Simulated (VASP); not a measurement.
Runs of VASP 6.6.1 on Zn. The structure is that of space group R-3m (No. 166), or close to it. The cells are those of the table. 

```csv
cell,further INCAR settings,gap on the mesh (eV),pressure (GPa)
"a = 2.390 Å, angles 86.0°, 1 atom",ALGO = Fast; EDIFF = 1e-06; NBANDS = 12,none,23.1
"a = 2.878 Å, angles 114.8°, 1 atom",ALGO = Fast; EDIFF = 1e-06; NBANDS = 12,none,44.2
"a = 3.158 Å, angles 116.4°, 1 atom",ALGO = Fast; EDIFF = 1e-07; NBANDS = 12,none,74.6
"a = 2.498 Å, angles 86.0°, 1 atom",ALGO = Fast; EDIFF = 1e-06; NBANDS = 12,none,(a)
"a = 2.569 Å, angles 105.4°, 1 atom",ALGO = Fast; EDIFF = 1e-07; NBANDS = 12,none,1.1
"a = 2.703 Å, angles 112.6°, 1 atom",ALGO = Fast; EDIFF = 1e-06; NBANDS = 12,none,(b)
"a = 2.905 Å, angles 114.8°, 1 atom",ALGO = Fast; EDIFF = 1e-06; NBANDS = 12,none,38.4
"a = 3.048 Å, angles 116.4°, 1 atom",ALGO = Fast; EDIFF = 1e-06; NBANDS = 12,none,109.0
"a = 2.428 Å, angles 100.1°, 1 atom",ALGO = Fast; EDIFF = 1e-06; NBANDS = 12,none,17.4
"a = 2.390 Å, angles 93.6°, 1 atom",ALGO = Fast; EDIFF = 1e-06; NBANDS = 12,none,23.1
"a = 2.501 Å, angles 105.4°, 1 atom",ALGO = Fast; EDIFF = 1e-06; NBANDS = 12,none,9.6
"a = 2.451 Å, angles 100.1°, 1 atom",ALGO = Fast; EDIFF = 1e-07; NBANDS = 12,none,13.5
```

Alike in all rows: task single point; level PBEsol; potentials or basis VASP PAW PBE potentials, release 64 (Zn); no spin polarisation; k mesh 22 × 22 × 22; cutoff (eV) 520; smearing gaussian 0.15 eV.

Problem. Estimate the missing entries.

Solution. (a) 6.5; (b) 17.2.

Caveats: the PAW data sets were made with another functional, which shifts forces and pressure a little.

A gap of «none» marks levels without a gap at the run's occupations.
